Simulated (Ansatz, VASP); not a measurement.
# BP: VASP beside Ansatz

The input INCAR:

```
ALGO     = Normal         # electronic algorithm
EDIFF    = 1E-6           # SCF threshold, eV
ENCUT    = 520            # plane-wave cutoff, eV
GGA      = PE             # functional
ISIF     = 2              # what is computed and relaxed
ISMEAR   = 0              # smearing method
LASPH    = T              # aspherical terms in the spheres
LCHARG   = F              # write CHGCAR
LREAL    = F              # projectors in reciprocal space
LWAVE    = F              # write WAVECAR
NBANDS   = 11             # bands
NELM     = 60             # most SCF steps
PREC     = Accurate       # precision mode
SIGMA    = 0.1            # smearing width, eV
```

Contents of KPOINTS:

```
k-points
0
Gamma
  20 20 20
```

POSCAR

```
BP
1.0
    2.6911242855      0.0000000000      0.0000000000
    0.0000000000      2.6911242855      0.0000000000
    0.0000000000      0.0000000000      2.7640220169
B P
1 1
Direct
    0.0000000000      0.0000000000      0.0000000000
    0.5000000000      0.5000000000      0.5000000000
```

Input for Ansatz:

```yaml
crystal:
  lattice:
    - [2.6911242855, 0.0, 0.0]
    - [0.0, 2.6911242855, 0.0]
    - [0.0, 0.0, 2.7640220169]
  atoms:
    - { symbol: B, position: [0.0, 0.0, 0.0] }
    - { symbol: P, position: [0.5, 0.5, 0.5] }
basis:
  ecutwfc: 420
kpoints:
  mp_grid: { grid: [20, 20, 20] }
  band_path:
    path:
      - [[0.0, 0.0, 0.0], [0.0, 0.5, 0.0], [0.5, 0.5, 0.0], [0.0, 0.0, 0.0], [0.0, 0.0, 0.5], [0.0, 0.5, 0.5], [0.5, 0.5, 0.5], [0.0, 0.0, 0.5]]
      - [[0.0, 0.5, 0.0], [0.0, 0.5, 0.5]]
      - [[0.5, 0.5, 0.0], [0.5, 0.5, 0.5]]
    npoints: 14
hamiltonian:
  xc: pbe
scf:
  occupations: { method: gaussian, width: 0.1 }
  n_extra_bands: 6
output:
  forces: true
  stress: true
  eigenvalues: true
  populations: true
  dos: { projected: true, de: 0.02, nscf_kmesh: { grid: [24, 24, 24] } }
  bader: true
  write_density: true
  write_potential: true
  elf: true
  volumetric_format: npy
```

Alike in both runs: task single point; functional PBE; k mesh 20 × 20 × 20; occupations gaussian, width 0.1 eV; no spin polarisation.

|  | VASP | Ansatz |
| --- | --- | --- |
| version | VASP 6.6.1 | Ansatz 0.2.0 |
| potentials or method | VASP PAW PBE potentials, release 64 (B, P), cutoff 520 eV | scalar-relativistic, plane waves, PAW |
| valence electrons in the cell | 8 | 8 |

VASP gave:

```
gap on the k mesh at the Fermi level (eV) : none
pressure (GPa)                            : -0.2
```

Task: What did Ansatz give for the same quantities?

Result: gap on the k mesh at the Fermi level (eV): none; pressure (GPa): 0.0.

A gap of «none» marks a metal or a gap that the smearing closes. The functional is the same, so the differences come from potentials, cutoffs and numerics.
